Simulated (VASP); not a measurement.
Input of a VASP 6.6.1 run:

POSCAR

```
CsH
1.0
    0.0000000000      3.0604800000      3.1880000000
    3.0604800000      0.0000000000      3.1880000000
    3.0604800000      3.0604800000      0.0000000000
Cs H
1 1
Direct
    0.0000000000      0.0000000000      0.0000000000
    0.5000000000      0.5000000000      0.5000000000
```

The input INCAR.step1:

```
SYSTEM = CsH
PREC     = Accurate       ! precision mode
ENCUT    = 520            ! plane-wave cutoff, eV
ISMEAR   = 0              ! smearing method
SIGMA    = 0.05           ! smearing width, eV
LREAL    = .False.        ! projectors in reciprocal space
LASPH    = .True.         ! aspherical terms in the spheres
NELM     = 100            ! most SCF steps
NBANDS   = 12             ! bands
GGA      = PE             ! functional
ALGO     = Normal         ! electronic algorithm
EDIFF    = 1E-4           ! SCF threshold, eV
LWAVE    = .True.         ! write WAVECAR
LCHARG   = .False.        ! write CHGCAR
```

INCAR.step2

```
SYSTEM = CsH
PREC     = Accurate       ! precision mode
ENCUT    = 520            ! plane-wave cutoff, eV
EDIFF    = 1E-7           ! SCF threshold, eV
ISMEAR   = 0              ! smearing method
SIGMA    = 0.05           ! smearing width, eV
LREAL    = .False.        ! projectors in reciprocal space
LASPH    = .True.         ! aspherical terms in the spheres
NELM     = 100            ! most SCF steps
ALGO     = Normal         ! electronic algorithm
ISIF     = 2              ! what is computed and relaxed
LWAVE    = .False.        ! write WAVECAR
LCHARG   = .False.        ! write CHGCAR
METAGGA  = R2SCAN         ! meta-GGA
LMIXTAU  = .True.       
NBANDS   = 12             ! bands
ISTART   = 1
```

File KPOINTS:

```
Automatic mesh
0
Gamma
  6 6 6
  0 0 0
```

Potentials or basis: VASP PAW PBE potentials, release 64 (Cs_sv, H).

The run is started by

```console
$ cat potpaw_PBE.64/Cs_sv/POTCAR potpaw_PBE.64/H/POTCAR > POTCAR
$ cp INCAR.step1 INCAR
$ mpirun -np 1 vasp_std > vasp.out
$ cp INCAR.step2 INCAR
$ mpirun -np 1 vasp_std > vasp.out
```

(1) Estimate the band gap on the k mesh.

(2) What does it give for the pressure?

Results:

(1) 2.55 eV, direct.

(2) 1.0 GPa.

Caveat: the cell differs from its parent crystal (strain -0.040 along x and y, +0.000 along z); the PAW data sets were made with another functional, which shifts forces and pressure a little; spin-orbit coupling is left out, which moves the levels of the heavy elements.
